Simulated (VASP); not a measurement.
# Ir (P6_3/mmc) in VASP: further runs

The runs below take Ir through relaxation of cell and atoms, with PBE.

Program: VASP 6.6.1. These are calculated values, not measurements. Logs are shortened: lines on timing, memory, paths and dates and some standing lists are left out, and cuts for length are marked.

## 1. The cell of the first run

It takes space group P6_3/mmc (No. 194, hexagonal). Conventional cell: a = 2.710 Å, b = 2.710 Å, c = 4.425 Å, α = 90.00°, β = 90.00°, γ = 120.00°. Ir (site symmetry -6m2) has 12 Ir at 2.71 Å within 3.6 Å.

## 2. Relaxation of cell and atoms, PBE, target pressure 40 GPa, at which the enthalpy is minimised

File INCAR:

```
SYSTEM = Ir
PREC = Accurate
ENCUT = 600
EDIFF = 1E-6
ISMEAR = -1
SIGMA = 0.05
LREAL = .FALSE.
LASPH = .TRUE.
NELM = 100
ALGO = Normal
ISIF = 3
LWAVE = .FALSE.
LCHARG = .FALSE.
GGA = PE
IBRION = 2
NSW = 80
EDIFFG = -0.02
PSTRESS = 400.0
```

File KPOINTS:

```
Automatic mesh
0
G
  9 9 5
  0 0 0
```

File POSCAR:

```
Ir
1.0
    2.7100000000      0.0000000000      0.0000000000
   -1.3550000000      2.3469288443      0.0000000000
    0.0000000000      0.0000000000      4.4254300000
Ir
2
Direct
    0.3333333333      0.6666666667      0.2500000000
    0.6666666667      0.3333333333      0.7500000000
```

Potentials or basis: VASP PAW PBE potentials, release 64 (Ir).

Started as:

```console
> cat potpaw_PBE.64/Ir/POTCAR > POTCAR
> mpirun -np 1 vasp_std > vasp.out
```

OUTCAR:

```text
SYSTEM = Ir
   PREC = Accurate
   ENCUT = 600
   EDIFF = 1E-6
   ISMEAR = -1
   LREAL = .FALSE.
   LASPH = .TRUE.
   NELM = 100
   ISIF = 3
   GGA = PE
   IBRION = 2
   NSW = 80
   EDIFFG = -0.02
   PSTRESS = 400.0

 ion  position               nearest neighbor table
   1  0.333  0.667  0.250-   2 2.71   2 2.71   2 2.71   2 2.71   2 2.71   2 2.71
   2  0.667  0.333  0.750-   1 2.71   1 2.71   1 2.71   1 2.71   1 2.71   1 2.71

  LATTYP: Found a hexagonal cell.
 ALAT       =     2.7100000000
 C/A-ratio  =     1.6330000000

  Lattice vectors:

 A1 = (   2.7100000000,   0.0000000000,   0.0000000000)
 A2 = (  -1.3550000000,   2.3469288443,   0.0000000000)
 A3 = (   0.0000000000,   0.0000000000,   4.4254300000)

Analysis of symmetry for initial positions (statically):
=====================================================================
 Subroutine PRICEL returns:
 Original cell was already a primitive cell.

 Routine SETGRP: Setting up the symmetry group for a
 hexagonal supercell.

 Subroutine GETGRP returns: Found 24 space group operations
 (whereof 12 operations were pure point group operations)
 out of a pool of 24 trial point group operations.

The static configuration has the point symmetry D_3d.
 The point group associated with its full space group is D_6h.

Analysis of symmetry for dynamics (positions and initial velocities):
=====================================================================
 Subroutine PRICEL returns:
 Original cell was already a primitive cell.

 Routine SETGRP: Setting up the symmetry group for a
 hexagonal supercell.

 Subroutine GETGRP returns: Found 24 space group operations
 (whereof 12 operations were pure point group operations)
 out of a pool of 24 trial point group operations.

The dynamic configuration has the point symmetry D_3d.
 The point group associated with its full space group is D_6h.

 Subroutine INISYM returns: Found 24 space group operations
 (whereof 12 operations are pure point group operations),
 and found     1 'primitive' translations

----------------------------------------------------------------------------------------

                                     Primitive cell

  volume of cell :      28.1465

  direct lattice vectors                    reciprocal lattice vectors
     2.710000000  0.000000000  0.000000000     0.369003690  0.213044380  0.000000000
    -1.355000000  2.346928844  0.000000000     0.000000000  0.426088760  0.000000000
     0.000000000  0.000000000  4.425430000     0.000000000  0.000000000  0.225966742

  length of vectors
     2.710000000  2.710000000  4.425430000     0.426088760  0.426088760  0.225966742

  position of ions in fractional coordinates (direct lattice)
     0.333333333  0.666666667  0.250000000
     0.666666667  0.333333333  0.750000000

  ion indices of the primitive-cell ions
   primitive index   ion index
                 1           1
                 2           2

----------------------------------------------------------------------------------------

 KPOINTS: Automatic mesh

Automatic generation of k-mesh.
 Grid dimensions read from file:
 generate k-points for:    9    9    5

 Generating k-lattice:

  Cartesian coordinates                     Fractional coordinates (reciprocal lattice)
     0.041000410  0.023671598  0.000000000     0.111111111 -0.000000000  0.000000000
     0.000000000  0.047343196  0.000000000     0.000000000  0.111111111  0.000000000
     0.000000000  0.000000000  0.045193348     0.000000000  0.000000000  0.200000000

  Length of vectors
     0.047343196  0.047343196  0.045193348

  Shift w.r.t. Gamma in fractional coordinates (k-lattice)
     0.000000000  0.000000000  0.000000000

 Subroutine IBZKPT returns following result:
 ===========================================

 Found     36 irreducible k-points:

 Following reciprocal coordinates:
            Coordinates               Weight
  0.000000  0.000000  0.000000      1.000000
  0.111111 -0.000000  0.000000      6.000000
  0.222222  0.000000  0.000000      6.000000
  0.333333 -0.000000  0.000000      6.000000
  0.444444  0.000000  0.000000      6.000000
  0.111111  0.111111  0.000000      6.000000
[... 16 lines left out ...]
  0.333333  0.222222  0.200000     24.000000
  0.333333  0.333333  0.200000      4.000000
 [... further k-points ...]
   k-points           NKPTS =     36   k-points in BZ     NKDIM =     36   number of bands    NBANDS=     13
   number of dos      NEDOS =    301   number of ions     NIONS =      2
   total plane-waves  NPLWV =  20736
   dimension x,y,z NGX =    24 NGY =   24 NGZ =   36
   dimension x,y,z NGXF=    48 NGYF=   48 NGZF=   72
   ions per type =               2
   NGX,Y,Z   is equivalent  to a cutoff of  14.72, 14.72, 13.52 a.u.
   NGXF,Y,Z  is equivalent  to a cutoff of  29.45, 29.45, 27.05 a.u.
 SYSTEM =  Ir
   PREC   = accura    normal or accurate (medium, high low for compatibility)
   ISTART =      0    job   : 0-new  1-cont  2-samecut
   ICHARG =      2    charge: 1-file 2-atom 10-const
   ISPIN  =      1    spin polarized calculation?
   LNONCOLLINEAR =      F non collinear calculations
   LSORBIT =      F    spin-orbit coupling
   LASPH  =      T    aspherical Exc in radial PAW
   ENCUT  =  600.0 eV  44.10 Ry    6.64 a.u.   5.41  5.41  8.84*2*pi/ulx,y,z
   NELM   =    100;   NELMIN=  2; NELMDL= -5     # of ELM steps
   EDIFF  = 0.1E-05   stopping-criterion for ELM
   LREAL  =      F    real-space projection
   EDIFFG = -.2E-01   stopping-criterion for IOM
   NSW    =     80    number of steps for IOM
   IBRION =      2    ionic relax: 0-MD 1-quasi-New 2-CG
   NFREE  =      1    steps in history (QN), initial steepest desc. (CG)
   ISIF   =      3    stress and relaxation
   ISYM   =      2    0-nonsym 1-usesym 2-fastsym
   POTIM  = 0.5000    time-step for ionic-motion
   TEBEG  =    0.0;   TEEND  =   0.0 temperature during run
   PSTRESS=  400.0 pullay stress
   NELECT =      18.0000    total number of electrons
   NUPDOWN=      -1.0000    fix difference up-down
   EMIN   =  10.00;   EMAX   =-10.00  energy-range for DOS
   EFERMI =   0.00;   METHOD = LEGACY
   ISMEAR =    -1;   SIGMA  =   0.05  broadening in eV -4-tet -1-fermi 0-gaus
   EFERMI_NEDOS =   21; number of points for ismear=-14 and -15
   IALGO  =     38    algorithm
   IMIX   =      4    mixing-type and parameters
     AMIX     =   0.40;   BMIX     =  1.00
     AMIX_MAG =   1.60;   BMIX_MAG =  1.00
  volume/ion in A,a.u.               =      14.07        94.97
  Fermi-wavevector in a.u.,A,eV,Ry     =   1.410449  2.665362 27.066979  1.989367
  Thomas-Fermi vector in A             =   2.532402
   LORBIT       =      0    0 simple, 1 ext, 2 COOP (PROOUT), +10 PAW based schemes
   GGA     = PE    functional components
   LHFCALC =     F    Hartree Fock is set to
   AEXX    =    0.0000 exact exchange contribution
   IVDW    =     0    specifies the selected vdW correction
   LEPSILON=     F    determine dielectric tensor
   LRPA    =     F    only Hartree local field effects (RPA)
 conjugate gradient relaxation of ions
 non-spin polarized calculation
  energy-cutoff  :      600.00
  volume of cell :       28.15
 maximum number of plane-waves:       966
 NGX is ok and might be reduce to    24
   NGX = 11   NGY = 11   NGZ = 17

--------------------------------------- Ionic step        1  -------------------------------------------

 number of electron      18.0000001 magnetization

 Free energy of the ion-electron system (eV)
  ---------------------------------------------------
  ext. energy  EPLUGINS =         0.00000000
  ---------------------------------------------------
  free energy    TOTEN  =       -17.51128482 eV

  energy without entropy =      -17.49138951  energy(sigma->0) =      -17.50133717

------------------------ aborting loop because EDIFF is reached ----------------------------------------

  FORCE on cell =-STRESS in cart. coord.  units (eV):
  Direction    XX          YY          ZZ          XY          YZ          ZX
  --------------------------------------------------------------------------------------
  -------------------------------------------------------------------------------------
  Total        2.5914808      2.5914808      1.9753801      0.0000000     -0.0000000      0.0000000
  in kB      147.5142195    147.5142195    112.4440729      0.0000000     -0.0000000      0.0000000
  external PRESSURE =    -264.1758293 kB  Pullay stress =     400.0000000 kB
[... 93 lines left out ...]
  FREE ENERGIE OF THE ION-ELECTRON SYSTEM (eV)
  ---------------------------------------------------
  free  energy   TOTEN  =       -17.3140532900 eV

  energy  without entropy=      -17.2956403317  energy(sigma->0) =      -17.30484681

  enthalpy is  TOTEN    =       -10.6145546263 eV   P V=        6.6994986637

[... ionic steps 4 to 7 ...]

--------------------------------------- Ionic step        8  -------------------------------------------

 number of electron      18.0000001 magnetization

------------------------ aborting loop because EDIFF is reached ----------------------------------------

  FORCE on cell =-STRESS in cart. coord.  units (eV):
  Direction    XX          YY          ZZ          XY          YZ          ZX
  --------------------------------------------------------------------------------------
  -------------------------------------------------------------------------------------
  Total        6.5610410      6.5610410      6.5603946      0.0000000     -0.0000000      0.0000000
  in kB      394.4195543    394.4195543    394.3806934      0.0000000     -0.0000000      0.0000000
  external PRESSURE =      -5.5933993 kB  Pullay stress =     400.0000000 kB
[... 61 lines left out ...]
  enthalpy is  TOTEN    =       -10.6171200384 eV   P V=        6.6207848858

--------------------------------------- Ionic step       10  -------------------------------------------

 number of electron      18.0000001 magnetization

 Free energy of the ion-electron system (eV)
  ---------------------------------------------------
  ext. energy  EPLUGINS =         0.00000000
  ---------------------------------------------------
  free energy    TOTEN  =       -17.26457055 eV

  energy without entropy =      -17.24669482  energy(sigma->0) =      -17.25563269

 E-fermi :  11.5640     XC(G=0): -14.3539

 val. band max:       11.5157010663   @ k =   0.4444   0.1111   0.2000
 cond. band min:      11.5726890729   @ k =   0.3333   0.3333   0.0000
 fundamental gap:      0.0569880066
 Fermi energy:        11.5640081954

 k-point     1 :       0.0000    0.0000    0.0000
  band No.  band energies     occupation
      1      -0.2919      2.00000
      2       2.7470      2.00000
      3       7.2550      2.00000
      4       7.3975      2.00000
      5       7.3975      2.00000
      6       8.1281      2.00000
      7       8.1281      2.00000
      8       9.0061      2.00000
      9       9.0061      2.00000
     10      10.6214      2.00000
     11      11.9230      0.00152
     12      11.9230      0.00152
     13      19.2893      0.00000
[... 353 lines left out ...]
 k-point    24 :       0.3333    0.3333    0.2000
  band No.  band energies     occupation
      1       4.3955      2.00000
      2       5.0460      2.00000
      3       5.0460      2.00000
      4       6.0357      2.00000
      5       7.0017      2.00000
      6       7.0017      2.00000
      7       8.8625      2.00000
      8      10.9347      1.99999
      9      11.7542      0.04363
     10      11.7542      0.04363
     11      16.9432      0.00000
     12      16.9432      0.00000
     13      19.1690      0.00000

 [... further k-points ...]
[... 5 lines left out ...]
  --------------------------------------------------------------------------------------
  -------------------------------------------------------------------------------------
  Total        6.6496978      6.6496978      6.6517362      0.0000000      0.0000000      0.0000000
  in kB      400.1767538    400.1767538    400.2994208      0.0000000      0.0000000      0.0000000
  external PRESSURE =       0.2176428 kB  Pullay stress =     400.0000000 kB
[... 17 lines left out ...]
  FREE ENERGIE OF THE ION-ELECTRON SYSTEM (eV)
  ---------------------------------------------------
  free  energy   TOTEN  =       -17.2645705537 eV

  energy  without entropy=      -17.2466948227  energy(sigma->0) =      -17.25563269

  enthalpy is  TOTEN    =       -10.6178098247 eV   P V=        6.6467607289

 reached required accuracy - stopping structural energy minimisation
```

Wall time 34 s (1 thread of Intel Xeon 6975P-C (Granite Rapids), shared host); peak memory 0.17 GiB.

Results:

```yaml
Free_energy: -17.2646 eV
Relaxed_volume: 13.31 Å³/atom
Relaxed_cell: a = 2.665 Å, b = 2.665 Å, c = 4.328 Å, α = 90.00°, β = 90.00°, γ = 120.00°
Space_group_after_relaxing_to_0.05_Å: P6_3/mmc (No. 194)
Energy_change_on_relaxing_the_enthalpy_is_what_falls: +123.4 meV/atom
Ionic_steps: 10
Pressure_after_relaxing: 40.0 GPa
Band_gap_on_the_k_mesh: zero (band 9 reaches 12.69 eV, above the bottom of band 10 at 9.24 eV)
```

Step by step:
| step | energy change (eV) | largest force (eV/Å) | pressure (GPa) | volume (Å³) |
| --- | --- | --- | --- | --- |
| 1 | 0.0000 | 0.0000 | 13.58 | 28.15 |
| 2 | 7.2215 | 0.0000 | 359.43 | 19.71 |
| 3 | 0.1972 | 0.0000 | 35.81 | 26.83 |
| 4 | 0.2296 | 0.0000 | 38.56 | 26.69 |
| 5 | 0.2479 | 0.0000 | 40.07 | 26.62 |
| 6 | 0.2405 | 0.0000 | 39.49 | 26.65 |
| 7 | 0.2398 | 0.0000 | 39.45 | 26.65 |
| 8 | 0.2397 | 0.0000 | 39.44 | 26.65 |
| 9 | 0.2734 | 0.0000 | 42.15 | 26.52 |
| 10 | 0.2467 | 0.0000 | 40.02 | 26.62 |

Final structure:
```yaml
crystal:
  lattice:
    - [2.66518, 0.00000, 0.00000]
    - [-1.33259, 2.30811, 0.00000]
    - [0.00000, 0.00000, 4.32791]
  atoms:
    - { symbol: Ir, position: [0.33333, 0.66667, 0.25000] }
    - { symbol: Ir, position: [0.66667, 0.33333, 0.75000] }
```

Levels at points of the mesh, in eV from the Fermi level:
```csv
k point,band 6,band 7,band 8,band 9,band 10,band 11,band 12,band 13
"(0.00, 0.00, 0.00)",-3.44,-3.44,-2.56,-2.56,-0.94,0.36,0.36,7.73
```

Caveat: the cell is relaxed towards a set pressure, so the enthalpy falls and the energy may rise; spin-orbit coupling is left out, which moves the levels of the heavy elements.

## 3. Relaxation of cell and atoms, PBE, target pressure 60 GPa, at which the enthalpy is minimised

File INCAR:

```
PREC = Accurate
ENCUT = 600
EDIFF = 1E-6
ISMEAR = -1
SIGMA = 0.05
LREAL = False
LASPH = True
NELM = 100
ALGO = Normal
ISIF = 3
LWAVE = False
LCHARG = False
GGA = PE
IBRION = 2
NSW = 80
EDIFFG = -0.02
PSTRESS = 600.0
```

File KPOINTS:

```
regular mesh
0
Gamma
  9 9 5
```

POSCAR is that of step 2.

Potentials or basis: VASP PAW PBE potentials, release 64 (Ir).

Started as:

```console
> cat potpaw_PBE.64/Ir/POTCAR > POTCAR
> mpirun -np 1 vasp_std > vasp.out
```

Wall time 40 s (1 thread of Intel Xeon 6975P-C (Granite Rapids), shared host); peak memory 0.17 GiB.

It converged, with:

| Property | Result |
| --- | --- |
| Free energy | -16.9862 eV |
| Relaxed volume | 12.86 Å³/atom |
| Relaxed cell | a = 2.634 Å, b = 2.634 Å, c = 4.280 Å, α = 90.00°, β = 90.00°, γ = 120.00° |
| Space group after relaxing (to 0.05 Å) | P6_3/mmc (No. 194) |
| Energy change on relaxing (the enthalpy is what falls) | +262.5 meV/atom |
| Ionic steps | 10 |
| Pressure after relaxing | 60.0 GPa |
| Band gap on the k mesh | zero (band 9 reaches 13.42 eV, above the bottom of band 10 at 9.76 eV) |

The path:
```
step  energy change (eV)  largest force (eV/Å)  pressure (GPa)  volume (Å³)
   1              0.0000                0.0000           13.58        28.15
   2             30.0888                0.0000         1245.21        14.59
   3              0.3078                0.0000           44.75        26.39
   4              0.4047                0.0000           51.84        26.07
   5              0.5288                0.0000           60.23        25.72
   6              0.5113                0.0000           59.08        25.76
   7              0.5120                0.0000           59.16        25.76
   8              0.5110                0.0000           59.10        25.76
   9              0.5869                0.0000           63.97        25.57
  10              0.5250                0.0000           60.02        25.73
```

Final structure:
```xyz
2
Lattice="2.6345 0.0000 0.0000 -1.3172 2.2815 0.0000 0.0000 0.0000 4.2800" Properties=species:S:1:pos:R:3 pbc="T T T"
Ir    0.0000    1.5210    1.0700
Ir    1.3172    0.7605    3.2100
```

Levels at points of the mesh, in eV from the Fermi level:
| k point | band 5 | band 6 | band 7 | band 8 | band 9 | band 10 | band 11 | band 12 | band 13 |
| --- | --- | --- | --- | --- | --- | --- | --- | --- | --- |
| (0.00, 0.00, 0.00) | -4.40 | -3.62 | -3.62 | -2.69 | -2.69 | -1.03 | 0.38 | 0.38 | 8.07 |

Caveat: the cell is relaxed towards a set pressure, so the enthalpy falls and the energy may rise; spin-orbit coupling is left out, which moves the levels of the heavy elements.
